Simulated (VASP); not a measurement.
# As (P6_3/mmc) in VASP: notebook, part 2 of 2

VASP 6.6.1. The steps go on from the part before.

### 5 Single point, PBEsol

This run uses another cell than the first one, of 25.28 Å³/atom, 1.126 times its volume.

INCAR

```
SYSTEM = As
PREC = Accurate
ENCUT = 520
EDIFF = 1E-6
ISMEAR = 0
SIGMA = 0.1
LREAL = .False.
LASPH = .True.
NELM = 100
ALGO = Normal
ISIF = 2
LWAVE = .False.
LCHARG = .False.
GGA = PS
NBANDS = 18
```

KPOINTS

```
Automatic mesh
0
Gamma
  12 12 8
  0 0 0
```

POSCAR

```
As
1.0
    4.5484696704      0.0000000001      0.0000000000
   -2.2742348352      3.9390902828      0.0000000000
    0.0000000000      0.0000000000      5.6431076513
As
4
Direct
    0.6666666667      0.3333333333      0.0315288040
    0.3333333333      0.6666666667      0.5315288040
    0.6666666667      0.3333333333      0.4684711960
    0.3333333333      0.6666666667      0.9684711960
```

Potentials or basis: VASP PAW PBE potentials, release 64 (As).

Command:

```sh
$ cat potpaw_PBE.64/As/POTCAR > POTCAR
$ mpirun -np 1 vasp_std > vasp.out
```

OUTCAR:

```text
SYSTEM = As
   PREC = Accurate
   ENCUT = 520
   EDIFF = 1E-6
   ISMEAR = 0
   LREAL = .False.
   LASPH = .True.
   NELM = 100
   ISIF = 2
   GGA = PS

 ion  position               nearest neighbor table
   1  0.667  0.333  0.032-   3 2.47   4 2.65   4 2.65   4 2.65
   2  0.333  0.667  0.532-   4 2.47   3 2.65   3 2.65   3 2.65
   3  0.667  0.333  0.468-   1 2.47   2 2.65   2 2.65   2 2.65
   4  0.333  0.667  0.968-   2 2.47   1 2.65   1 2.65   1 2.65

  LATTYP: Found a hexagonal cell.
 ALAT       =     4.5484696704
 C/A-ratio  =     1.2406607189

  Lattice vectors:

 A1 = (   4.5484696704,   0.0000000001,   0.0000000000)
 A2 = (  -2.2742348352,   3.9390902828,   0.0000000000)
 A3 = (   0.0000000000,   0.0000000000,   5.6431076513)

Analysis of symmetry for initial positions (statically):
=====================================================================
 Subroutine PRICEL returns:
 Original cell was already a primitive cell.

 Routine SETGRP: Setting up the symmetry group for a
 hexagonal supercell.

 Subroutine GETGRP returns: Found 24 space group operations
 (whereof 12 operations were pure point group operations)
[... 167 lines left out ...]
  free energy    TOTEN  =       -19.62644907 eV

  energy without entropy =      -19.62092734  energy(sigma->0) =      -19.62368820

 E-fermi :   3.9999     XC(G=0):  -9.2206

 val. band max:        3.9885091851   @ k =   0.0833   0.0000   0.2500
 cond. band min:       4.0075928131   @ k =   0.1667   0.1667   0.1250
 fundamental gap:      0.0190836281
 Fermi energy:         3.9999494047

 k-point     1 :       0.0000    0.0000    0.0000
  band No.  band energies     occupation
      1     -10.6361      2.00000
      2      -7.6875      2.00000
      3      -5.9901      2.00000
      4      -1.7605      2.00000
      5      -1.5887      2.00000
      6      -0.4719      2.00000
[... 481 lines left out ...]
      5      -1.6778      2.00000
      6      -1.1100      2.00000
[... 10 lines left out ...]
     17       9.0894      0.00000
     18       9.6946      0.00000

 [... further k-points ...]
[... 5 lines left out ...]
  --------------------------------------------------------------------------------------
  -------------------------------------------------------------------------------------
  Total        0.1333194      0.1333194      0.2149839      0.0000000      0.0000000     -0.0000000
  in kB        2.1126346      2.1126346      3.4067245      0.0000000      0.0000000     -0.0000000
  external PRESSURE =       2.5439979 kB  Pullay stress =       0.0000000 kB

 VOLUME and BASIS-vectors are now :
 -----------------------------------------------------------------------------
  energy-cutoff  :      520.00
  volume of cell :      101.11
      direct lattice vectors                 reciprocal lattice vectors
     4.548469670  0.000000000  0.000000000     0.219854165  0.126932861  0.000000000
    -2.274234835  3.939090283  0.000000000    -0.000000000  0.253865722  0.000000000
     0.000000000  0.000000000  5.643107651     0.000000000  0.000000000  0.177207323

 POSITION                                       TOTAL-FORCE (eV/Angst)
 -----------------------------------------------------------------------------------
      2.27423      1.31303      0.17792         0.000000     -0.000000     -0.038407
     -0.00000      2.62606      2.99947        -0.000000      0.000000     -0.038407
      2.27423      1.31303      2.64363         0.000000      0.000000      0.038407
     -0.00000      2.62606      5.46519        -0.000000     -0.000000      0.038407
 -----------------------------------------------------------------------------------
    total drift:                                0.000000     -0.000000      0.000000

  FREE ENERGIE OF THE ION-ELECTRON SYSTEM (eV)
  ---------------------------------------------------
  free  energy   TOTEN  =       -19.6264490665 eV

  energy  without entropy=      -19.6209273419  energy(sigma->0) =      -19.62368820
```

OSZICAR:

```text
N       E                     dE             d eps       ncg     rms          rms(c)
DAV:   1     0.729562258125E+02    0.72956E+02   -0.77475E+03  3420   0.911E+02
DAV:   2    -0.139867207972E+02   -0.86943E+02   -0.83737E+02  4694   0.147E+02
DAV:   3    -0.196537601739E+02   -0.56670E+01   -0.56189E+01  4186   0.388E+01
DAV:   4    -0.197116788512E+02   -0.57919E-01   -0.57862E-01  4290   0.435E+00
DAV:   5    -0.197120949057E+02   -0.41605E-03   -0.41600E-03  4042   0.383E-01    0.486E+00
DAV:   6    -0.196559014771E+02    0.56193E-01   -0.21226E-02  3906   0.657E-01    0.289E+00
DAV:   7    -0.196259767424E+02    0.29925E-01   -0.44749E-02  3716   0.981E-01    0.966E-02
DAV:   8    -0.196263784765E+02   -0.40173E-03   -0.12752E-03  3732   0.170E-01    0.241E-02
DAV:   9    -0.196264337193E+02   -0.55243E-04   -0.47642E-05  4238   0.368E-02    0.137E-02
DAV:  10    -0.196264485012E+02   -0.14782E-04   -0.26271E-05  3624   0.229E-02    0.253E-03
DAV:  11    -0.196264490665E+02   -0.56526E-06   -0.84998E-07  3394   0.396E-03
   1 F= -.19626449E+02 E0= -.19623688E+02  d E =-.552172E-02
```

stdout:

```text
POSCAR found type information on POSCAR As
 POSCAR found :  1 types and       4 ions
 scaLAPACK will be used
 -----------------------------------------------------------------------------
|                                                                             |
|                                                                             |
|     You enforced a specific xc type in the INCAR file but a different       |
|     I HOPE YOU KNOW WHAT YOU ARE DOING!                                     |
|                                                                             |
 -----------------------------------------------------------------------------

 LDA part: xc-table for (Slater+PW92), standard interpolation
 POSCAR, INCAR and KPOINTS ok, starting setup
 FFT: planning ... GRIDC
 FFT: planning ... GRID_SOFT
 FFT: planning ... GRID
 WAVECAR not read
 entering main loop
```

Wall time 79 s (1 thread of Intel Xeon 6975P-C, shared host); peak memory 0.3 GiB.

Results:

| Quantity | Value |
| --- | --- |
| Free energy | -19.6264 eV |
| Pressure | 0.3 GPa |
| Largest force | 0.038 eV/Å |
| Band gap on the k mesh | zero (band 10 reaches 4.37 eV, above the bottom of band 11 at 3.61 eV) |

Forces in eV/Å, atoms in the order of the input:
```
As   0.000  0.000 -0.038
As   0.000  0.000 -0.038
As   0.000  0.000  0.038
As   0.000  0.000  0.038
```

Levels at points of the mesh, in eV from the Fermi level:
```
           k point  band 7  band 8  band 9  band 10  band 11  band 12  band 13  band 14
(0.00, 0.00, 0.00)   -4.47   -2.44   -2.20    -2.20    -0.39    -0.39     2.37     2.37
(0.50, 0.00, 0.00)   -4.38   -3.00   -2.99    -0.62     1.94     2.05     4.39     4.42
(0.00, 0.00, 0.50)   -3.59   -3.59   -2.52    -2.52     0.78     0.78     0.78     0.78
(0.50, 0.00, 0.50)   -2.99   -2.99   -1.57    -1.57     0.60     0.60     3.25     3.25
```

Caveat: the PAW data sets were made with another functional, which shifts forces and pressure a little.

### 6 Summary

| task | cell | k mesh | cutoff (eV) | gap on the mesh (eV) | pressure (GPa) | largest force (eV/Å) |
| --- | --- | --- | --- | --- | --- | --- |
| single point | a = 3.975, b = 3.975, c = 6.560 Å, angles 90.0, 90.0, 120.0°, 4 atoms | 6 × 6 × 4 | 520 | none | 16.6 | 0.33 |
| single point | a = 4.551, b = 4.551, c = 5.617 Å, angles 90.0, 90.0, 120.0°, 4 atoms | 6 × 6 × 4 | 520 | none | 0.4 | 0.04 |
| relaxation of cell and atoms | relaxed from a = 3.975, b = 3.975, c = 6.560 Å, angles 90.0, 90.0, 120.0°, 4 atoms | 6 × 6 × 4 | 600 | none | 0.1 | 0.03 |
| single point | a = 4.548, b = 4.548, c = 5.643 Å, angles 90.0, 90.0, 120.0°, 4 atoms | 12 × 12 × 8 | 520 | none | 0.3 | 0.04 |

Alike in all rows: level PBEsol; potentials or basis VASP PAW PBE potentials, release 64 (As); no spin polarisation; smearing gaussian 0.1 eV.

Caveats: the PAW data sets were made with another functional, which shifts forces and pressure a little; the relaxation stopped at a loose force limit of 0.05 eV/Å, so its end isn't a converged minimum (some runs).

Absolute energies hang on the potentials; compare differences alone.
